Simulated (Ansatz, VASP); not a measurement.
# Ge in VASP and in Ansatz

```
CELL_PARAMETERS angstrom
4.79477 0.00000 0.00000
-2.39738 4.15239 0.00000
0.00000 0.00000 2.70911
ATOMIC_POSITIONS crystal
Ge 0.00000 0.00000 0.00000
Ge 0.33333 0.66667 0.50000
Ge 0.66667 0.33333 0.50000
```

Alike in both runs: task single point; functional LDA; k mesh 9 × 9 × 13; occupations fermi-dirac, width 0.1 eV; no spin polarisation.

```csv
,VASP,Ansatz
version,VASP 6.6.1,Ansatz 0.2.0
potentials or method,"VASP PAW LDA potentials, release 64 (Ge_d), cutoff 520 eV","plane waves (420 eV) with PAW, scalar-relativistic"
valence electrons in the cell,42,42
```

Ansatz gave:

* pressure (GPa): 0.0
* traceless stress, the component that is largest in VASP (GPa): 3.93

Q: What did VASP give for the same quantities?

A: Pressure (GPa): 0.1; traceless stress, the component that is largest in VASP (GPa): 3.95.

Ansatz warns that its potentials were made for another functional, while VASP's fit it. LDA's correlation is that of Perdew and Zunger in VASP and of Perdew and Wang (1992) in Ansatz.
